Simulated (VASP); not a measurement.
**Zn2SnO: single point with PBE**

The system is Zn2SnO.

```
Zn Sn O
1.0
     4.91025    0.00000    0.00000
     0.00000    4.91025    0.00000
     0.00000    0.00000    5.74029
Zn Sn O
4 2 2
Direct
  0.50000 0.50000 0.00000
  0.00000 0.00000 0.00000
  0.00000 0.50000 0.12957
  0.50000 0.00000 0.87043
  0.50000 0.50000 0.50000
  0.00000 0.00000 0.50000
  0.00000 0.50000 0.48588
  0.50000 0.00000 0.51412
```

The cell was generated, and may not be a known phase.

```json
{"Program": "VASP 6.6.1", "Task": "single point", "Functional": "PBE", "Potentials or basis": "VASP PAW PBE potentials, release 64 (Zn, Sn_d, O)", "Cutoff": "600 eV", "k mesh": "8 × 8 × 8", "Occupations": "gaussian, width 0.1 eV", "Spin": "no spin polarisation"}
```

```
Pressure               : 0.2 GPa
Largest force          : 0.052 eV/Å
Band gap on the k mesh : zero (bands 44 and 45 overlap by 1.46 eV)
```

Forces on the atoms (eV/Å):
```
Zn   0.000  0.000  0.000
Zn   0.000  0.000  0.000
Zn   0.000  0.000 -0.046
Zn   0.000  0.000  0.046
Sn   0.000  0.000  0.000
Sn   0.000  0.000  0.000
O    0.000  0.000  0.052
O    0.000  0.000 -0.052
```

Stress tensor (GPa, compression positive):
```
0.14 0.00 0.00
0.00 0.14 0.00
0.00 0.00 0.35
```

Levels at points of the mesh, in eV from the Fermi level:
```
           k point  band 40  band 41  band 42  band 43  band 44  band 45  band 46  band 47  band 48  band 49
(0.00, 0.00, 0.00)    -3.85    -3.08    -0.42    -0.42    -0.28     0.19     0.81     0.85     3.39     3.39
(0.50, 0.00, 0.00)    -3.74    -1.08    -1.08    -0.67    -0.67     1.07     1.07     1.31     1.31     3.78
(0.50, 0.50, 0.00)    -3.06    -2.93    -2.93    -1.53    -1.53     0.66     0.66     1.37     1.37     4.75
(0.00, 0.00, 0.50)    -3.74    -2.84    -1.74    -0.83    -0.83     1.02     2.60     3.06     3.43     3.43
(0.50, 0.00, 0.50)    -2.85    -1.53    -1.53     0.40     0.40     0.89     0.89     2.40     2.40     4.28
(0.50, 0.50, 0.50)    -2.91    -1.68    -1.68    -0.53    -0.53     0.21     0.21     3.91     3.91     4.55
```

Run time: 5.6 min on 1 thread of Intel(R) Xeon(R) 6975P-C (Granite Rapids), with other jobs on the host, peak memory 0.65 GiB.

Caveat: spin-orbit coupling is left out, which moves the levels of the heavy elements.
